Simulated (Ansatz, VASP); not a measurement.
## AlCr2C in VASP and in Ansatz

```
CELL_PARAMETERS angstrom
2.83972 0.00000 0.00000
-1.41986 2.45927 0.00000
0.00000 0.00000 12.70522
ATOMIC_POSITIONS crystal
Al 0.66667 0.33333 0.25000
Al 0.33333 0.66667 0.75000
Cr 0.33333 0.66667 0.41571
Cr 0.66667 0.33333 0.91571
Cr 0.66667 0.33333 0.58429
Cr 0.33333 0.66667 0.08429
C 0.00000 0.00000 0.50000
C 0.00000 0.00000 0.00000
```

Alike in both runs: functional PBE; k mesh 21 × 21 × 4; occupations gaussian, width 0.03 eV; no spin polarisation.

Ansatz relaxed the structure, and its values are those at the end. VASP's run is a single point on that final structure, the one shown.

|  | VASP | Ansatz |
| --- | --- | --- |
| version | VASP 6.6.1 | Ansatz 0.2.0 |
| potentials or method | VASP PAW PBE potentials, release 64 (Al, Cr_pv, C), cutoff 520 eV | scalar-relativistic, plane waves, PAW |
| valence electrons in the cell | 62 | 70 |

Ansatz gave:

* gap on the k mesh at the Fermi level (eV): none
* pressure (GPa): 0.0
* rms of the force components (eV/Å): 0.000

Which values does VASP return?

gap on the k mesh at the Fermi level (eV): none; pressure (GPa): 0.1; rms of the force components (eV/Å): 0.017.

A gap of «none» marks a metal or a gap that the smearing closes. With one functional, cell and mesh, what is left measures potentials, basis and numerics. VASP's potentials hold 62 valence electrons a cell and Ansatz's 70, so a difference there can come from the potentials and not from the codes.
